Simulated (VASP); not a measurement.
ZnSe: single point with PBEsol

The system is ZnSe.

```
Zn Se
1.0
     0.00000    2.63816    2.63816
     2.63816    0.00000    2.63816
     2.63816    2.63816    0.00000
Zn Se
1 1
Direct
  0.00000 0.00000 0.00000
  0.75000 0.75000 0.75000
```

```
Program                : VASP 6.6.1
Task                   : single point
Functional             : PBEsol
Potentials or basis    : VASP PAW PBE potentials, release 64 (Zn, Se)
Cutoff                 : 520 eV
k mesh                 : 10 × 10 × 10
Occupations            : gaussian, width 0.01 eV
Spin                   : no spin polarisation
Dipole correction      : no
Further INCAR settings : ALGO = Normal; EDIFF = 1e-07; NBANDS = 16
```

* Pressure: 20.6 GPa
* Band gap on the k mesh: 2.09 eV, direct

Levels at points of the mesh, in eV from the valence-band top:
```tsv
k point	band 7	band 8	band 9	band 10	band 11	band 12
(0.00, 0.00, 0.00)	0.00	0.00	0.00	2.09	5.57	5.57
(0.50, 0.00, 0.00)	-6.72	-1.24	-1.24	2.79	6.17	6.17
(0.50, 0.50, 0.00)	-5.79	-3.10	-3.10	2.26	3.18	12.41
```

Wall time 44 s on 1 thread of Intel(R) Xeon(R) Platinum 8259CL CPU @ 2.50GHz (Skylake/Cascade Lake), on a shared host, peak memory 0.16 GiB.

Caveat: the PAW data sets were made with another functional, which shifts forces and pressure a little. A k mesh can miss the band edges.
